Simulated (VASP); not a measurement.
A run of VASP 6.6.1 is set up as follows.

The input INCAR:

```
PREC = Accurate
ENCUT = 520
EDIFF = 1E-6
ISMEAR = 1
SIGMA = 0.1
LREAL = False
LASPH = True
NELM = 80
ALGO = Normal
ISIF = 2
LWAVE = False
LCHARG = False
GGA = PS
NBANDS = 12
```

KPOINTS

```
Automatic mesh
0
Gamma
  34 34 34
```

File POSCAR:

```
Ta
1.0
   -1.6550000000      1.6550000000      1.6550000000
    1.6550000000     -1.6550000000      1.6550000000
    1.6550000000      1.6550000000     -1.6550000000
Ta
1
Direct
    0.0000000000      0.0000000000      0.0000000000
```

Potentials or basis: VASP PAW PBE potentials, release 64 (Ta_pv).

Launch:

```bash
$ cat potpaw_PBE.64/Ta_pv/POTCAR > POTCAR
$ mpirun -np 1 vasp_std > vasp.out
```

Q: Predict the pressure.

A: -5.0 GPa.

Q: Estimate the band gap on the k mesh.

A: Zero (an odd number of electrons rules out a gap without spin polarisation).

Caveat: the cell stands under tension; the PAW data sets were made with another functional, which shifts forces and pressure a little; spin-orbit coupling is left out, which moves the levels of the heavy elements.
